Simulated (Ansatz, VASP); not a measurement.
# Ba in VASP and in Ansatz

The input INCAR:

```
PREC = Accurate
ENCUT = 520
EDIFF = 1E-6
ISMEAR = 0
SIGMA = 0.1
LREAL = F
LASPH = T
NELM = 100
ALGO = Normal
ISIF = 2
LWAVE = F
LCHARG = F
GGA = PE
NBANDS = 28
```

Contents of KPOINTS:

```
Automatic mesh
0
Gamma
  4 4 2
```

The input POSCAR:

```
Ba
1.0
    2.4846289400     -3.4418204400      0.0000000000
    2.4846289400      3.4418204400      0.0000000000
    0.0000000000      0.0000000000      8.5098837900
Ba
4
Direct
    0.2030634900      0.7969365100      0.2957761700
    0.7969365100      0.2030634900      0.2957761700
    0.2030634900      0.7969365100      0.7042238300
    0.7969365100      0.2030634900      0.7042238300
```

Input for Ansatz:

```yaml
crystal:
  lattice:
    - [2.48462894, -3.44182044, 0.0]
    - [2.48462894, 3.44182044, 0.0]
    - [0.0, 0.0, 8.50988379]
  atoms:
    - { symbol: Ba, position: [0.20306349, 0.79693651, 0.29577617] }
    - { symbol: Ba, position: [0.79693651, 0.20306349, 0.29577617] }
    - { symbol: Ba, position: [0.20306349, 0.79693651, 0.70422383] }
    - { symbol: Ba, position: [0.79693651, 0.20306349, 0.70422383] }
basis:
  ecutwfc: 420
kpoints:
  mp_grid: { grid: [4, 4, 2] }
hamiltonian:
  xc: pbe
scf:
  occupations: { method: gaussian, width: 0.1 }
  lower_state_search: "off"
output:
  forces: true
  stress: true
  eigenvalues: true
```

Alike in both runs: task single point; functional PBE; k mesh 4 × 4 × 2; occupations gaussian, width 0.1 eV; no spin polarisation.

```csv
,VASP,Ansatz
version,VASP 6.6.1,Ansatz 0.2.0
potentials or method,"VASP PAW PBE potentials, release 64 (Ba_sv), cutoff 520 eV","scalar-relativistic, plane waves, PAW"
valence electrons in the cell,40,40
```

VASP gave:

| Quantity | Value |
| --- | --- |
| gap on the k mesh at the Fermi level (eV) | none |
| rms of the force components (eV/Å) | 0.170 |

Question: Estimate Ansatz's values.

Answer: gap on the k mesh at the Fermi level (eV): none; rms of the force components (eV/Å): 0.088.

Atom by atom the forces differ by 0.082 eV/Å (rms over components). A gap of «none» marks a metal or a gap that the smearing closes. With one functional, cell and mesh, what is left measures potentials, basis and numerics.

The k mesh is coarse, so the values compare programs but aren't converged. Neither program's run includes spin-orbit coupling.
